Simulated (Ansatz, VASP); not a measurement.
# La2HfO2: VASP beside Ansatz

File INCAR:

```
SYSTEM = La2HfO2
  PREC = Accurate
  ENCUT = 520
  EDIFF = 1E-7
  ISMEAR = 0
  SIGMA = 0.1
  LREAL = .FALSE.
  LASPH = .TRUE.
  NELM = 100
  ALGO = Normal
  ISIF = 2
  LWAVE = .FALSE.
  LCHARG = .FALSE.
  GGA = PE
  NBANDS = 30
```

KPOINTS

```
Automatic mesh
0
G
  6 6 4
  0 0 0
```

Contents of POSCAR:

```
La2HfO2
1.0
    4.2872948000      0.0000000000      0.0000000000
   -2.1436474000      3.7129062100      0.0000000000
    0.0000000000      0.0000000000      7.0737750100
La Hf O
2 1 2
Direct
    0.6666666700      0.3333333300      0.3675877500
    0.3333333300      0.6666666700      0.6324122500
    0.0000000000      0.0000000000      0.0000000000
    0.6666666700      0.3333333300      0.7569508000
    0.3333333300      0.6666666700      0.2430492000
```

Input for Ansatz:

```yaml
crystal:
  lattice:
    - [4.2872948, 0.0, 0.0]
    - [-2.1436474, 3.71290621, 0.0]
    - [0.0, 0.0, 7.07377501]
  atoms:
    - { symbol: La, position: [0.66666667, 0.33333333, 0.36758775] }
    - { symbol: La, position: [0.33333333, 0.66666667, 0.63241225] }
    - { symbol: Hf, position: [0.0, 0.0, 0.0] }
    - { symbol: O, position: [0.66666667, 0.33333333, 0.7569508] }
    - { symbol: O, position: [0.33333333, 0.66666667, 0.2430492] }
basis:
  ecutwfc: 420
kpoints:
  mp_grid: { grid: [6, 6, 4] }
hamiltonian:
  xc: pbe
scf:
  occupations: { method: gaussian, width: 0.1 }
  lower_state_search: "off"
output:
  forces: true
  stress: true
  eigenvalues: true
```

Change from the starting cell: species swapped into the MgAl2Ge2 type (P-3m1, No. 164).

Alike in both runs: task single point; functional PBE; k mesh 6 × 6 × 4; occupations gaussian, width 0.1 eV; no spin polarisation.

|  | VASP | Ansatz |
| --- | --- | --- |
| version | VASP 6.6.1 | Ansatz 0.2.0 |
| potentials or method | VASP PAW PBE potentials, release 64 (La, Hf_pv, O), cutoff 520 eV | scalar-relativistic, plane waves, PAW |
| valence electrons in the cell | 44 | 60 |

VASP gave:

| Quantity | Value |
| --- | --- |
| gap on the k mesh at the Fermi level (eV) | none |
| pressure (GPa) | -8.9 |
| traceless stress, the component that is largest in VASP (GPa) | 2.89 |
| rms of the force components (eV/Å) | 0.900 |

**Question.** What did Ansatz give for the same quantities?

**Answer.** gap on the k mesh at the Fermi level (eV): none; pressure (GPa): -8.7; traceless stress, the component that is largest in VASP (GPa): 2.95; rms of the force components (eV/Å): 0.888.

Atom by atom the forces differ by 0.012 eV/Å (rms over components). A gap of «none» marks a metal or a gap that the smearing closes. The functional is the same, so the differences come from potentials, cutoffs and numerics. VASP's potentials hold 44 valence electrons a cell and Ansatz's 60, so a difference there can come from the potentials and not from the codes.

Spin-orbit coupling is off throughout.
